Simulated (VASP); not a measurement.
SiNi:

```xyz
2
Lattice="-1.8157 -1.8157 -3.6314 -1.8157 -3.6314 -1.8157 -3.6314 -1.8157 -1.8157" Properties=species:S:1:pos:R:3 pbc="T T T"
Ni    0.0000    0.0000    0.0000
Si   -3.6314   -3.6314   -3.6314
```

| Property | Result |
| --- | --- |
| Program | VASP 6.6.1 |
| Task | relaxation of cell and atoms |
| Functional | PBE |
| Potentials or basis | VASP PAW PBE potentials, release 64 (Ni, Si) |
| Cutoff | 600 eV |
| k mesh | 18 × 18 × 18 |
| Occupations | gaussian, width 0.1 eV |
| Spin | no spin polarisation |

At the start: pressure -6.3 GPa; volume 11.97 Å³/atom.

Problem. How do energy, volume and symmetry change on relaxing?

Solution. Over 5 steps the energy falls by 174.7 meV/atom and the volume is 11.56 Å³/atom (-3.4 %); space group R-3m (No. 166, to 0.05 Å).

The path:
| step | energy change (eV) | largest force (eV/Å) | pressure (GPa) | volume (Å³) |
| --- | --- | --- | --- | --- |
| 1 | 0.0000 | 0.0000 | -6.29 | 23.94 |
| 2 | -0.3272 | 0.0000 | 6.68 | 22.21 |
| 3 | -0.3273 | 0.0000 | 6.44 | 22.23 |
| 4 | -0.3460 | 0.0000 | -2.49 | 23.50 |
| 5 | -0.3495 | 0.0000 | -0.13 | 23.12 |

Final structure:
```
Ni Si
1.0
    -1.51982   -1.51982   -3.41276
    -1.51982   -3.41276   -1.51982
    -3.41276   -1.51982   -1.51982
Ni Si
1 1
Direct
  0.00000 0.00000 0.00000
  0.50000 0.50000 0.50000
```
